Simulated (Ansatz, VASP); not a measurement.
# Two plane-wave programs on Bi2Te2O

File INCAR:

```
PREC = Accurate
ENCUT = 520
EDIFF = 1E-7
ISMEAR = 0
SIGMA = 0.1
LREAL = False
LASPH = True
NELM = 80
ALGO = Normal
ISIF = 2
LWAVE = False
LCHARG = False
GGA = PE
NBANDS = 32
```

The input KPOINTS:

```
Automatic mesh
0
Gamma
  4 4 4
```

The input POSCAR:

```
Bi2Te2O
1.0
    5.2626653500      0.0000000000      0.0000000000
    0.0000000000      5.2626653500      0.0000000000
    0.0000000000      0.0000000000      5.0931158400
Bi Te O
2 2 1
Direct
    0.0000000000      0.5000000000      0.1772806200
    0.5000000000      0.0000000000      0.8227193800
    0.0000000000      0.0000000000      0.5000000000
    0.5000000000      0.5000000000      0.0000000000
    0.0000000000      0.0000000000      0.0000000000
```

Input for Ansatz:

```yaml
crystal:
  lattice:
    - [5.26266535, 0.0, 0.0]
    - [0.0, 5.26266535, 0.0]
    - [0.0, 0.0, 5.09311584]
  atoms:
    - { symbol: Bi, position: [0.0, 0.5, 0.17728062] }
    - { symbol: Bi, position: [0.5, 0.0, 0.82271938] }
    - { symbol: Te, position: [0.0, 0.0, 0.5] }
    - { symbol: Te, position: [0.5, 0.5, 0.0] }
    - { symbol: O, position: [0.0, 0.0, 0.0] }
basis:
  ecutwfc: 420
kpoints:
  mp_grid: { grid: [4, 4, 4] }
hamiltonian:
  xc: pbe
scf:
  occupations: { method: gaussian, width: 0.1 }
  lower_state_search: "off"
output:
  forces: true
  stress: true
  eigenvalues: true
```

Alike in both runs: task single point; functional PBE; k mesh 4 × 4 × 4; occupations gaussian, width 0.1 eV; no spin polarisation.

```csv
,VASP,Ansatz
version,VASP 6.6.1,Ansatz 0.2.0
potentials or method,"VASP PAW PBE potentials, release 64 (Bi_d, Te, O), cutoff 520 eV","scalar-relativistic, plane waves, PAW"
valence electrons in the cell,48,68
```

|  | VASP | Ansatz | Ansatz less VASP |
| --- | --- | --- | --- |
| gap on the k mesh at the Fermi level (eV) | none | none | - |
| pressure (GPa) | 9.0 | 9.1 | +0.08 |
| traceless stress, the component that is largest in VASP (GPa) | -5.66 | -5.61 | +0.044 |
| rms of the force components (eV/Å) | 0.333 | 0.332 | -0.0006 |

Atom by atom the forces differ by 0.001 eV/Å (rms over components). A gap of «none» marks a metal or a gap that the smearing closes. VASP's potentials hold 48 valence electrons a cell and Ansatz's 68, so a difference there can come from the potentials and not from the codes.

Spin-orbit coupling is off throughout.
